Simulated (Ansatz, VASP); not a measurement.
Ga in VASP and in Ansatz

File INCAR:

```
SYSTEM = Ga
PREC = Accurate
ENCUT = 500
EDIFF = 1E-6
ISMEAR = -1
SIGMA = 0.08
LREAL = .False.
LASPH = .True.
NELM = 200
ALGO = Normal
ISIF = 2
LWAVE = .False.
LCHARG = .False.
MAGMOM = 0 0 0 0 0 0
LORBIT = 11
LSORBIT = .True.
GGA_COMPAT = .False.
LORBMOM = .True.
GGA = PE
NBANDS = 38
```

The input KPOINTS:

```
regular mesh
0
Gamma
  12 12 10
  0 0 0
```

The input POSCAR:

```
Ga
1.0
    1.4500000000     -4.0650000000      0.0000000000
    1.4500000000      4.0650000000      0.0000000000
    0.0000000000      0.0000000000      3.1700000000
Ga
2
Direct
    0.8670000000      0.1330000000      0.2500000000
    0.1330000000      0.8670000000      0.7500000000
```

Input for Ansatz:

```yaml
crystal:
  lattice:
    - [1.45, -4.065, 0.0]
    - [1.45, 4.065, 0.0]
    - [0.0, 0.0, 3.17]
  atoms:
    - { symbol: Ga, position: [0.867, 0.133, 0.25] }
    - { symbol: Ga, position: [0.133, 0.867, 0.75] }
kpoints:
  mp_grid: { grid: [12, 12, 10] }
  band_path:
    path:
      - [0.0, 0.0, 0.0]
      - [-0.5, 0.5, 0.0]
      - [-0.2818093587, 0.7181906413, 0.0]
      - [0.2818093587, 0.2818093587, 0.0]
      - [0.0, 0.0, 0.0]
      - [0.0, 0.0, 0.5]
      - [0.2818093587, 0.2818093587, 0.5]
      - [-0.2818093587, 0.7181906413, 0.5]
      - [-0.5, 0.5, 0.5]
    npoints: 5
scf:
  occupations: { method: fermi_dirac, width: 0.08 }
hamiltonian:
  xc: pbe
  pseudopotentials: { kind: all_electron, lapw: { basis_error: 0.001 } }
output:
  forces: true
  stress: true
  eigenvalues: true
magnetization:
  noncollinear: true
  spin_orbit: true
```

Alike in both runs: task single point; functional PBE; k mesh 12 × 12 × 10; occupations fermi-dirac, width 0.08 eV; non-collinear spin, spin-orbit coupling.

|  | VASP | Ansatz |
| --- | --- | --- |
| version | VASP 6.6.1 | Ansatz 0.2.0 |
| potentials or method | VASP PAW PBE potentials, release 64 (Ga_d), cutoff 500 eV | all-electron LAPW |

Ansatz gave:

| Quantity | Value |
| --- | --- |
| pressure (GPa) | 1.6 |
| traceless stress, the component that is largest in VASP (GPa) | -2.36 |
| rms of the force components (eV/Å) | 0.113 |
| net moment per atom (μB) | 0.00 |

**Question.** What did VASP give for the same quantities?

**Answer.** Pressure (GPa): 1.6; traceless stress, the component that is largest in VASP (GPa): -2.37; rms of the force components (eV/Å): 0.113; net moment per atom (μB): 0.00.

Atom by atom the forces differ by 0.001 eV/Å (rms over components). Ansatz ran all-electron here, and VASP with PAW potentials.
